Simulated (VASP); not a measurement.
NaH, 2 atoms in the cell. It takes space group P4mm (No. 99, tetragonal). Conventional cell: a = 2.955 Å, b = 2.955 Å, c = 2.955 Å, α = 90.00°, β = 90.00°, γ = 90.00°. Na (site symmetry 4mm) has 8 H at 2.51 to 2.61 Å and 6 Na at 2.96 Å within 3.3 Å. Within 3.3 Å of H (site symmetry 4mm) lie 8 Na at 2.51 to 2.61 Å and 6 H at 2.96 Å.  This cell differs from its parent crystal: all Na atoms moved +0.087 Å, as atom 1 along Cartesian [0 1 0].

| Quantity | Value |
| --- | --- |
| Program | VASP 6.6.1 |
| Task | single point |
| Functional | r2SCAN |
| Potentials or basis | VASP PAW PBE potentials, release 64 (Na_pv, H) |
| Cutoff | 520 eV |
| k mesh | 10 × 10 × 10 |
| Occupations | gaussian, width 0.05 eV |
| Spin | no spin polarisation |
| Dipole correction | no |
| Further INCAR settings | ALGO = Normal; EDIFF = 1e-06; NBANDS = 11 |

Potentials or basis: VASP PAW PBE potentials, release 64 (Na_pv, H).

The run is started by

```bash
$ cat potpaw_PBE.64/Na_pv/POTCAR potpaw_PBE.64/H/POTCAR > POTCAR
$ cp INCAR.step1 INCAR
$ mpirun -np 1 vasp_std > vasp.out
$ cp INCAR.step2 INCAR
$ mpirun -np 1 vasp_std > vasp.out
```

Hardware: 1 thread of Intel(R) Xeon(R) 6975P-C (Granite Rapids), on a shared host.

Question: How long does it take, and how much memory?

Answer: It took 28 s on 1 thread of Intel(R) Xeon(R) 6975P-C (Granite Rapids), on a shared host, peak memory 0.15 GiB. Counts: k points 126.
